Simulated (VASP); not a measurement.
Input of a VASP 6.6.1 run:

Contents of INCAR:

```
SYSTEM = AlFe
  PREC = Accurate
  ENCUT = 520
  EDIFF = 1E-6
  ISMEAR = -1
  SIGMA = 0.1
  LREAL = .FALSE.
  LASPH = .TRUE.
  NELM = 150
  ALGO = Normal
  ISIF = 2
  LWAVE = .FALSE.
  LCHARG = .TRUE.
  ISPIN = 2
  MAGMOM = 0 4.5
  LORBIT = 11
  LMAXMIX = 4
  GGA = PE
  LELF = .TRUE.
  LVHAR = .TRUE.
  NBANDS = 16
```

File KPOINTS:

```
Automatic mesh
0
G
  10 10 10
  0 0 0
```

The input POSCAR:

```
AlFe
1.0
    2.9482938651      0.0000000000      0.0000000000
    0.0000000000      2.9482938651      0.0000000000
    0.0000000000      0.0000000000      2.9482938651
Al Fe
1 1
Direct
    0.0000000000      0.0000000000      0.0000000000
    0.5000000000      0.5000000000      0.5000000000
```

Potentials or basis: VASP PAW PBE potentials, release 64 (Al, Fe).

Launch:

```bash
$ cat potpaw_PBE.64/Al/POTCAR potpaw_PBE.64/Fe/POTCAR > POTCAR
$ mpirun -np 1 vasp_std > vasp.out
```

**Question.** Predict the site moments.

**Answer.** Al -0.03; Fe +0.83 μB.

**Question.** What does it give for the net moment?

**Answer.** 0.78 μB per cell.

**Question.** Estimate the pressure.

**Answer.** -11.1 GPa.
